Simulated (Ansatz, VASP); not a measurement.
# Two plane-wave programs on Sr

The input INCAR:

```
  ALGO = Normal
  EDIFF = 1E-7
  ENCUT = 520
  GGA = CA
  ISIF = 2
  ISMEAR = -1
  LASPH = T
  LCHARG = F
  LREAL = F
  LWAVE = F
  NBANDS = 11
  NELM = 80
  PREC = Accurate
  SIGMA = 0.1
```

Contents of KPOINTS:

```
k-points
0
Gamma
  15 15 15
```

Contents of POSCAR:

```
Sr
1.0
    0.0000000000      2.9028949100      2.9028949100
    2.9028949100      0.0000000000      2.9028949100
    2.9028949100      2.9028949100      0.0000000000
Sr
1
Direct
    0.0000000000      0.0000000000      0.0000000000
```

Input for Ansatz:

```yaml
crystal:
  lattice:
    - [0.0, 2.9028949124, 2.9028949124]
    - [2.9028949124, 0.0, 2.9028949124]
    - [2.9028949124, 2.9028949124, 0.0]
  atoms:
    - { symbol: Sr, position: [0.0, 0.0, 0.0] }
hamiltonian:
  xc: lda
  pseudopotentials:
    kind: paw
    azcp:
      Sr: "pseudopotentials/Sr.paw.azcp"
basis:
  ecutwfc: 420
  fft_grid_basis: typed
kpoints:
  mp_grid: { grid: [15, 15, 15], shift: [0, 0, 0] }
magnetization:
  spin_polarized: false
scf:
  occupations: { method: fermi_dirac, width: 0.1 }
output:
  stress: true
```

Alike in both runs: task single point; functional LDA; k mesh 15 × 15 × 15; occupations fermi-dirac, width 0.1 eV; no spin polarisation.

|  | VASP | Ansatz |
| --- | --- | --- |
| version | VASP 6.6.1 | Ansatz 0.2.0 |
| potentials or method | VASP PAW LDA potentials, release 64 (Sr_sv), cutoff 520 eV | plane waves (420 eV) with PAW, scalar-relativistic |
| valence electrons in the cell | 10 | 10 |

|  | VASP | Ansatz | Ansatz less VASP |
| --- | --- | --- | --- |
| pressure (GPa) | 0.0 | 0.0 | 0.00 |

Ansatz warns that its potentials were made for another functional, while VASP's fit it. LDA's correlation is that of Perdew and Zunger in VASP and of Perdew and Wang (1992) in Ansatz.
